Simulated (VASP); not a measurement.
A run of VASP 6.6.1:

POSCAR

```
TaN
1.0
    2.9976027420      0.0000000000      0.0000000000
   -1.4988013710      2.5960001250      0.0000000000
    0.0000000000      0.0000000000      2.9468595706
Ta N
1 1
Direct
    0.0000000000      0.0000000000      0.5000000000
    0.6666666667      0.3333333333      0.0000000000
```

INCAR.step1

```
PREC = Accurate
ENCUT = 580
ISMEAR = -1
SIGMA = 0.05
LREAL = False
LASPH = True
NELM = 120
NBANDS = 16
GGA = PE
ALGO = Normal
EDIFF = 1E-5
LWAVE = True
LCHARG = False
GGA_COMPAT = False
```

INCAR.step2

```
PREC = Accurate
ENCUT = 580
EDIFF = 1E-8
ISMEAR = -1
SIGMA = 0.05
LREAL = False
LASPH = True
NELM = 120
ALGO = Normal
ISIF = 2
LWAVE = False
LCHARG = False
METAGGA = R2SCAN
LMIXTAU = True
LEFG = True
NBANDS = 16
ISTART = 1
GGA_COMPAT = False
```

Contents of KPOINTS:

```
Automatic mesh
0
Gamma
  13 13 11
```

Potentials or basis: VASP PAW PBE potentials, release 64 (Ta_sv_GW, N).

Launch:

```bash
$ cat potpaw_PBE.64/Ta_sv_GW/POTCAR potpaw_PBE.64/N/POTCAR > POTCAR
$ cp INCAR.step1 INCAR
$ mpirun -np 1 vasp_std > vasp.out
$ cp INCAR.step2 INCAR
$ mpirun -np 1 vasp_std > vasp.out
```

Hardware: 1 thread of Intel(R) Xeon(R) Platinum 8259CL CPU @ 2.50GHz (Skylake/Cascade Lake), on a shared host.

Estimate the wall time of this run.

It took 2.9 min on 1 thread of Intel(R) Xeon(R) Platinum 8259CL CPU @ 2.50GHz (Skylake/Cascade Lake) (shared host), peak memory 0.19 GiB. Counts: k points 126.
